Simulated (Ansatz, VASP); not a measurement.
# KCd: VASP beside Ansatz

Contents of INCAR:

```
PREC = Accurate
ENCUT = 600
EDIFF = 1E-7
ISMEAR = 0
SIGMA = 0.05
LREAL = F
LASPH = T
NELM = 100
ALGO = Normal
ISIF = 3
LWAVE = F
LCHARG = F
GGA = PE
IBRION = 2
NSW = 70
EDIFFG = -0.05
```

The input KPOINTS:

```
regular mesh
0
Gamma
  9 9 9
```

Contents of POSCAR:

```
KCd
1.0
    4.4825437297      0.0000000000      0.0000000000
    0.0000000000      4.4825437297      0.0000000000
    0.0000000000      0.0000000000      4.4825437297
K Cd
1 1
Direct
    0.0000000000      0.0000000000      0.0000000000
    0.5000000000      0.5000000000      0.5000000000
```

Input for Ansatz:

```yaml
crystal:
  lattice:
    - [4.4825437297, 0.0, 0.0]
    - [0.0, 4.4825437297, 0.0]
    - [0.0, 0.0, 4.4825437297]
  atoms:
    - { symbol: K, position: [0.0, 0.0, 0.0] }
    - { symbol: Cd, position: [0.5, 0.5, 0.5] }
kpoints:
  mp_grid: { grid: [9, 9, 9] }
scf:
  occupations: { method: gaussian, width: 0.05 }
hamiltonian:
  xc: pbe
  pseudopotentials: { kind: paw }
output:
  forces: true
  stress: true
  write_density: true
  write_potential: true
  elf: true
  volumetric_format: npy
relax:
  f_tol: 0.05
  max_steps: 50
  cell: {}
  max_displacement: 0.05
```

Alike in both runs: task relaxation of cell and atoms; functional PBE; k mesh 9 × 9 × 9; occupations gaussian, width 0.05 eV; no spin polarisation.

```csv
,VASP,Ansatz
version,VASP 6.6.1,Ansatz 0.2.0
potentials or method,"VASP PAW PBE potentials, release 64 (K_sv, Cd)","PAW with Ansatz's default frozen-core files, scalar-relativistic"
plane-wave cutoff (eV),600,420
valence electrons in the cell,21,29
```

VASP gave:

| Property | Result |
| --- | --- |
| gap on the k mesh at the Fermi level, each at its own relaxed structure (eV) | none |
| relaxed volume (Å³/atom) | 41.33 |
| relaxed cell length with the largest relative difference (Å) | 4.356 |

Question: Estimate Ansatz's values.

Answer: gap on the k mesh at the Fermi level, each at its own relaxed structure (eV): none; relaxed volume (Å³/atom): 40.91; relaxed cell length with the largest relative difference (Å): 4.341.

A gap of «none» marks a metal or a gap that the smearing closes. VASP's potentials hold 21 valence electrons a cell and Ansatz's 29, so a difference there can come from the potentials and not from the codes.
